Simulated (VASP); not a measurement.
**Sr: single point with LDA**

The system is Sr.

```
Sr
1.0
     4.38963    0.00000    0.00000
    -2.19481    3.55283    0.00000
     0.00000    0.00000    6.71543
Sr
2
Direct
  0.21957 0.66667 0.25000
  0.78043 0.33333 0.75000
```

This cell differs from its parent crystal: atoms displaced along a vibrational mode, the cell strained.

| Property | Result |
| --- | --- |
| Program | VASP 6.6.1 |
| Task | single point |
| Functional | LDA |
| Potentials or basis | VASP PAW LDA potentials, release 64 (Sr_sv) |
| Cutoff | 520 eV |
| k mesh | 12 × 12 × 8 |
| Occupations | gaussian, width 0.15 eV |
| Spin | no spin polarisation |
| Dipole correction | no |
| Further INCAR settings | ALGO = Fast; EDIFF = 1e-06; NBANDS = 17 |

```json
{"Pressure": "-0.7 GPa", "Largest force": "0.344 eV/Å", "Band gap on the k mesh": "zero (bands 10 and 11 overlap by 0.56 eV)"}
```

Forces in eV/Å, atoms in the order of the input:
```
Sr   0.266  0.218  0.000
Sr  -0.266 -0.218  0.000
```

Stress tensor (GPa, compression positive):
```
-2.21  0.98  0.00
 0.98 -0.71  0.00
 0.00  0.00  0.90
```

Levels at points of the mesh, in eV from the Fermi level:
```tsv
k point	band 7	band 8	band 9	band 10	band 11	band 12	band 13	band 14
(0.00, 0.00, 0.00)	-18.33	-18.31	-3.68	-1.03	0.39	1.55	2.06	2.69
(0.50, 0.00, 0.00)	-18.37	-18.35	-0.93	-0.77	0.45	0.62	0.79	1.34
(0.50, 0.50, 0.00)	-18.37	-18.30	-1.50	-0.28	-0.25	0.04	2.19	2.36
(0.00, 0.50, 0.00)	-18.41	-18.35	-0.95	-0.35	0.13	0.66	1.36	1.49
(0.00, 0.00, 0.50)	-18.34	-18.34	-2.64	-2.64	1.27	1.27	2.12	2.12
(0.50, 0.00, 0.50)	-18.37	-18.37	-0.95	-0.95	0.52	0.52	0.95	0.95
(0.50, 0.50, 0.50)	-18.38	-18.38	-0.62	-0.62	-0.13	-0.13	1.55	1.55
(0.00, 0.50, 0.50)	-18.37	-18.37	-0.76	-0.76	0.45	0.45	1.09	1.09
```

Wall time 5.2 min on 1 thread of Intel(R) Xeon(R) 6975P-C (Granite Rapids), with other jobs on the host, peak memory 0.61 GiB.

Caveat: the cell differs from its parent crystal (atoms displaced along a vibrational mode, the cell strained).
